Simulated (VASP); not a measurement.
# CuO in VASP: a series of runs

Runs on CuO. Level: PBE. Tasks: single point.

Everything below comes from runs of VASP 6.6.1. Logs are shortened: lines on timing, memory, paths and dates and some standing lists are left out, and cuts for length are marked.

## 1. The cell of the first run

The structure is hexagonal, space group P-6m2 (No. 187). Conventional cell: a = 2.892 Å, b = 2.892 Å, c = 2.822 Å, α = 90.00°, β = 90.00°, γ = 120.00°. Within 2.9 Å of Cu (site symmetry -6m2) lie 6 O at 2.19 Å and 8 Cu at 2.82 to 2.89 Å. O (site symmetry -6m2) has 6 Cu at 2.19 Å and 8 O at 2.82 to 2.89 Å within 2.9 Å.

## 2. Single point, PBE

INCAR reads:

```
SYSTEM = CuO
PREC = Accurate
ENCUT = 520
EDIFF = 1E-6
ISMEAR = -1
SIGMA = 0.05
LREAL = .FALSE.
LASPH = .TRUE.
NELM = 100
ALGO = Normal
ISIF = 2
LWAVE = .FALSE.
LCHARG = .FALSE.
GGA = PE
NBANDS = 16
```

KPOINTS reads:

```
Automatic mesh
0
G
  11 11 10
  0 0 0
```

POSCAR reads:

```
CuO
1.0
    2.8919534507      0.0000000000      0.0000000000
   -1.4459767203      2.5045051563      0.0000000000
    0.0000000000      0.0000000000      2.8224032844
Cu O
1 1
Direct
    0.0000000000      0.0000000000      0.0000000000
    0.6666666667      0.3333333333      0.5000000000
```

Potentials or basis: VASP PAW PBE potentials, release 64 (Cu, O).

Run with:

```sh
> cat potpaw_PBE.64/Cu/POTCAR potpaw_PBE.64/O/POTCAR > POTCAR
> mpirun -np 1 vasp_std > vasp.out
```

OUTCAR:

```text
SYSTEM = CuO
   PREC = Accurate
   ENCUT = 520
   EDIFF = 1E-6
   ISMEAR = -1
   LREAL = .FALSE.
   LASPH = .TRUE.
   NELM = 100
   ISIF = 2
   GGA = PE

 ion  position               nearest neighbor table
   1  0.000  0.000  0.000-   2 2.19   2 2.19   2 2.19   2 2.19   2 2.19   2 2.19
   2  0.667  0.333  0.500-   1 2.19   1 2.19   1 2.19   1 2.19   1 2.19   1 2.19

  LATTYP: Found a hexagonal cell.
 ALAT       =     2.8919534507
 C/A-ratio  =     0.9759504544

  Lattice vectors:

 A1 = (   2.8919534507,   0.0000000000,   0.0000000000)
 A2 = (  -1.4459767203,   2.5045051563,   0.0000000000)
 A3 = (   0.0000000000,   0.0000000000,   2.8224032844)

Analysis of symmetry for initial positions (statically):
=====================================================================
 Subroutine PRICEL returns:
 Original cell was already a primitive cell.

 Routine SETGRP: Setting up the symmetry group for a
 hexagonal supercell.

 Subroutine GETGRP returns: Found 12 space group operations
 (whereof 12 operations were pure point group operations)
 out of a pool of 24 trial point group operations.

The static configuration has the point symmetry D_3h.

Analysis of symmetry for dynamics (positions and initial velocities):
=====================================================================
 Subroutine PRICEL returns:
 Original cell was already a primitive cell.

 Routine SETGRP: Setting up the symmetry group for a
 hexagonal supercell.

 Subroutine GETGRP returns: Found 12 space group operations
 (whereof 12 operations were pure point group operations)
 out of a pool of 24 trial point group operations.

The dynamic configuration has the point symmetry D_3h.

 Subroutine INISYM returns: Found 12 space group operations
 (whereof 12 operations are pure point group operations),
 and found     1 'primitive' translations

----------------------------------------------------------------------------------------

                                     Primitive cell

  volume of cell :      20.4424

  direct lattice vectors                    reciprocal lattice vectors
     2.891953451  0.000000000  0.000000000     0.345787032  0.199640235  0.000000000
    -1.445976720  2.504505156  0.000000000     0.000000000  0.399280472  0.000000000
     0.000000000  0.000000000  2.822403284     0.000000000  0.000000000  0.354307978

  length of vectors
     2.891953451  2.891953449  2.822403284     0.399280471  0.399280472  0.354307978

  position of ions in fractional coordinates (direct lattice)
     0.000000000  0.000000000  0.000000000
     0.666666667  0.333333333  0.500000000

  ion indices of the primitive-cell ions
   primitive index   ion index
                 1           1
                 2           2

----------------------------------------------------------------------------------------

 KPOINTS: Automatic mesh

Automatic generation of k-mesh.
 Grid dimensions read from file:
 generate k-points for:   11   11   10

 Generating k-lattice:

  Cartesian coordinates                     Fractional coordinates (reciprocal lattice)
     0.031435185  0.018149112  0.000000000     0.090909091  0.000000000  0.000000000
     0.000000000  0.036298225  0.000000000     0.000000000  0.090909091  0.000000000
     0.000000000  0.000000000  0.035430798     0.000000000  0.000000000  0.100000000

  Length of vectors
     0.036298225  0.036298225  0.035430798

  Shift w.r.t. Gamma in fractional coordinates (k-lattice)
     0.000000000  0.000000000  0.000000000

 Subroutine IBZKPT returns following result:
 ===========================================

 Found     96 irreducible k-points:

 Following reciprocal coordinates:
            Coordinates               Weight
  0.000000  0.000000  0.000000      1.000000
  0.090909 -0.000000  0.000000      6.000000
  0.181818 -0.000000  0.000000      6.000000
  0.272727 -0.000000  0.000000      6.000000
  0.363636 -0.000000  0.000000      6.000000
  0.454545 -0.000000  0.000000      6.000000
[... 16 lines left out ...]
  0.090909  0.090909  0.100000     12.000000
  0.181818  0.090909  0.100000     24.000000
 [... further k-points ...]
   k-points           NKPTS =     96   k-points in BZ     NKDIM =     96   number of bands    NBANDS=     16
   number of dos      NEDOS =    301   number of ions     NIONS =      2
   total plane-waves  NPLWV =  13824
   dimension x,y,z NGX =    24 NGY =   24 NGZ =   24
   dimension x,y,z NGXF=    48 NGYF=   48 NGZF=   48
   ions per type =               1   1
   NGX,Y,Z   is equivalent  to a cutoff of  13.80, 13.80, 14.14 a.u.
   NGXF,Y,Z  is equivalent  to a cutoff of  27.59, 27.59, 28.27 a.u.
 SYSTEM =  CuO
   PREC   = accura    normal or accurate (medium, high low for compatibility)
   ISTART =      0    job   : 0-new  1-cont  2-samecut
   ICHARG =      2    charge: 1-file 2-atom 10-const
   ISPIN  =      1    spin polarized calculation?
   LNONCOLLINEAR =      F non collinear calculations
   LSORBIT =      F    spin-orbit coupling
   LASPH  =      T    aspherical Exc in radial PAW
   ENCUT  =  520.0 eV  38.22 Ry    6.18 a.u.   5.38  5.38  5.25*2*pi/ulx,y,z
   NELM   =    100;   NELMIN=  2; NELMDL= -5     # of ELM steps
   EDIFF  = 0.1E-05   stopping-criterion for ELM
   LREAL  =      F    real-space projection
   EDIFFG = 0.1E-04   stopping-criterion for IOM
   NSW    =      0    number of steps for IOM
   IBRION =     -1    ionic relax: 0-MD 1-quasi-New 2-CG
   NFREE  =      0    steps in history (QN), initial steepest desc. (CG)
   ISIF   =      2    stress and relaxation
   ISYM   =      2    0-nonsym 1-usesym 2-fastsym
   POTIM  = 0.5000    time-step for ionic-motion
   TEBEG  =    0.0;   TEEND  =   0.0 temperature during run
   PSTRESS=    0.0 pullay stress
   NELECT =      17.0000    total number of electrons
   NUPDOWN=      -1.0000    fix difference up-down
   EMIN   =  10.00;   EMAX   =-10.00  energy-range for DOS
   EFERMI =   0.00;   METHOD = LEGACY
   ISMEAR =    -1;   SIGMA  =   0.05  broadening in eV -4-tet -1-fermi 0-gaus
   EFERMI_NEDOS =   21; number of points for ismear=-14 and -15
   IALGO  =     38    algorithm
   IMIX   =      4    mixing-type and parameters
     AMIX     =   0.40;   BMIX     =  1.00
     AMIX_MAG =   1.60;   BMIX_MAG =  1.00
  volume/ion in A,a.u.               =      10.22        68.98
  Fermi-wavevector in a.u.,A,eV,Ry     =   1.539502  2.909238 32.246728  2.370068
  Thomas-Fermi vector in A             =   2.645721
   LORBIT       =      0    0 simple, 1 ext, 2 COOP (PROOUT), +10 PAW based schemes
   GGA     = PE    functional components
   LHFCALC =     F    Hartree Fock is set to
   AEXX    =    0.0000 exact exchange contribution
   IVDW    =     0    specifies the selected vdW correction
   LEPSILON=     F    determine dielectric tensor
   LRPA    =     F    only Hartree local field effects (RPA)
 non-spin polarized calculation
  energy-cutoff  :      520.00
  volume of cell :       20.44
 maximum number of plane-waves:       574
 NGX is ok and might be reduce to    24
   NGX = 11   NGY = 11   NGZ = 11

 number of electron      17.0000009 magnetization

 Free energy of the ion-electron system (eV)
  ---------------------------------------------------
  ext. energy  EPLUGINS =         0.00000000
  ---------------------------------------------------
  free energy    TOTEN  =        -9.11775221 eV

  energy without entropy =       -9.09292244  energy(sigma->0) =       -9.10533732

 E-fermi :   5.0014     XC(G=0): -12.0133

 val. band max:        4.9969000724   @ k =   0.3636  -0.0000   0.3000
 cond. band min:       5.0060876136   @ k =   0.2727  -0.0000   0.3000
 fundamental gap:      0.0091875413
 Fermi energy:         5.0013936694

 k-point     1 :       0.0000    0.0000    0.0000
  band No.  band energies     occupation
      1     -13.7296      2.00000
      2       1.7275      2.00000
      3       1.7275      2.00000
      4       2.0559      2.00000
      5       2.6349      2.00000
      6       3.3727      2.00000
[... 8 lines left out ...]
     15      25.5776      0.00000
     16      30.4638      0.00000

 k-point     2 :       0.0909   -0.0000    0.0000
  band No.  band energies     occupation
      1     -13.6549      2.00000
      2       1.4356      2.00000
      3       1.7704      2.00000
      4       2.1120      2.00000
      5       2.3802      2.00000
      6       3.3647      2.00000
[... 8 lines left out ...]
     15      26.7876      0.00000
     16      30.3967      0.00000

 k-point     3 :       0.1818   -0.0000    0.0000
  band No.  band energies     occupation
      1     -13.4467      2.00000
      2       0.7089      2.00000
      3       1.8911      2.00000
      4       2.0049      2.00000
      5       2.2367      2.00000
      6       3.3433      2.00000
[... 8 lines left out ...]
     15      27.5000      0.00000
     16      30.7269      0.00000

 k-point     4 :       0.2727   -0.0000    0.0000
  band No.  band energies     occupation
      1     -13.1562      2.00000
      2      -0.1522      2.00000
      3       1.6970      2.00000
      4       2.0653      2.00000
      5       2.3401      2.00000
      6       3.3154      2.00000
[... 8 lines left out ...]
     15      27.3331      0.00000
     16      31.5425      0.00000
[... 324 lines left out ...]
 k-point    22 :       0.4545   -0.0000    0.1000
  band No.  band energies     occupation
      1     -12.6425      2.00000
      2      -1.2109      2.00000
      3       1.2296      2.00000
      4       2.1355      2.00000
      5       2.4231      2.00000
      6       3.4392      2.00000
[... 8 lines left out ...]
     15      28.4406      0.00000
     16      30.2862      0.00000

 k-point    23 :       0.0909    0.0909    0.1000
  band No.  band energies     occupation
      1     -13.4462      2.00000
      2       0.9758      2.00000
      3       1.4536      2.00000
      4       1.8478      2.00000
      5       2.5055      2.00000
      6       3.2788      2.00000
[... 8 lines left out ...]
     15      27.8651      0.00000
     16      29.5307      0.00000

 k-point    24 :       0.1818    0.0909    0.1000
  band No.  band energies     occupation
      1     -13.2027      2.00000
      2       0.2690      2.00000
      3       1.3977      2.00000
      4       1.8916      2.00000
      5       2.4850      2.00000
      6       3.2587      2.00000
[... 8 lines left out ...]
     15      27.6989      0.00000
     16      29.7992      0.00000

 [... further k-points ...]
[... 5 lines left out ...]
  --------------------------------------------------------------------------------------
  -------------------------------------------------------------------------------------
  Total       -0.6459105     -0.6459105     -2.1413771     -0.0000000      0.0000000      0.0000000
  in kB      -50.6233241    -50.6233241   -167.8307130     -0.0000001      0.0000000      0.0000000
  external PRESSURE =     -89.6924537 kB  Pullay stress =       0.0000000 kB

 VOLUME and BASIS-vectors are now :
 -----------------------------------------------------------------------------
  energy-cutoff  :      520.00
  volume of cell :       20.44
      direct lattice vectors                 reciprocal lattice vectors
     2.891953451  0.000000000  0.000000000     0.345787032  0.199640235  0.000000000
    -1.445976720  2.504505156  0.000000000     0.000000000  0.399280472  0.000000000
     0.000000000  0.000000000  2.822403284     0.000000000  0.000000000  0.354307978

 POSITION                                       TOTAL-FORCE (eV/Angst)
 -----------------------------------------------------------------------------------
      0.00000      0.00000      0.00000         0.000000     -0.000000      0.000000
      1.44598      0.83484      1.41120        -0.000000      0.000000      0.000000
 -----------------------------------------------------------------------------------
    total drift:                                0.000000     -0.000000      0.000000

  FREE ENERGIE OF THE ION-ELECTRON SYSTEM (eV)
  ---------------------------------------------------
  free  energy   TOTEN  =        -9.1177522094 eV

  energy  without entropy=       -9.0929224352  energy(sigma->0) =       -9.10533732
```

Wall time 18 s (1 thread of AMD EPYC 9R45 (Zen 5), shared host); peak memory 0.13 GiB.

What came out:

```yaml
Free_energy: -9.1178 eV
Pressure: -9.0 GPa
```

Stress tensor (GPa, compression positive):
```
 -5.06   0.00   0.00
  0.00  -5.06   0.00
  0.00   0.00 -16.78
```

Caveat: an odd number of electrons without spin polarisation forces a metal; a magnetic or distorted state may lie lower; semilocal functionals often make such compounds metallic where correlation or magnetic order opens a gap, which also shifts bond lengths. With open d or f shells a metallic result of PBE can be an artefact of self-interaction; +U or a hybrid may open a gap.

## 3. Single point, PBE (atoms moved at random)

INCAR reads:

```
SYSTEM = CuO
PREC = Accurate
ENCUT = 520
EDIFF = 1E-7
ISMEAR = -1
SIGMA = 0.05
LREAL = .False.
LASPH = .True.
NELM = 100
ALGO = Normal
ISIF = 2
LWAVE = .False.
LCHARG = .False.
GGA = PE
NBANDS = 16
```

KPOINTS reads:

```
regular mesh
0
Gamma
  11 11 10
  0 0 0
```

POSCAR reads:

```
CuO
1.0
    2.8363251100      0.0000000000      0.0000000000
   -1.4181625500      2.4563296000      0.0000000000
    0.0000000000      0.0000000000      2.7681127800
Cu O
1 1
Direct
    0.0118650000      0.0046010000     -0.0191100000
    0.6452750000      0.3278360000      0.5076110000
```

Potentials or basis: VASP PAW PBE potentials, release 64 (Cu, O).

Run with:

```sh
> cat potpaw_PBE.64/Cu/POTCAR potpaw_PBE.64/O/POTCAR > POTCAR
> mpirun -np 1 vasp_std > vasp.out
```

Run time: 2 min. Hardware: 1 thread of AMD EPYC 9R45 (Zen 5), shared host; peak memory 0.26 GiB.

Results (log left out):

* Free energy: -9.1423 eV
* Pressure: 0.8 GPa
* Largest force: 0.298 eV/Å

Forces in eV/Å, atoms in the order of the input:
```
Cu   0.032 -0.034  0.294
O   -0.032  0.034 -0.294
```

Stress tensor (GPa, compression positive):
```
 4.37 -0.29 -0.80
-0.29  3.95 -0.30
-0.80 -0.30 -6.06
```

Levels at points of the mesh, in eV from the Fermi level:
```csv
k point,band 7,band 8,band 9,band 10,band 11,band 12
"(0.00, 0.00, 0.00)",-1.70,-0.30,0.00,1.10,15.05,16.44
"(0.00, 0.00, 0.50)",-1.54,-0.45,0.09,7.12,7.66,20.82
```

Caveat: the cell differs from its parent crystal (atoms moved at random); an odd number of electrons without spin polarisation forces a metal; a magnetic or distorted state may lie lower; semilocal functionals often make such compounds metallic where correlation or magnetic order opens a gap, which also shifts bond lengths.
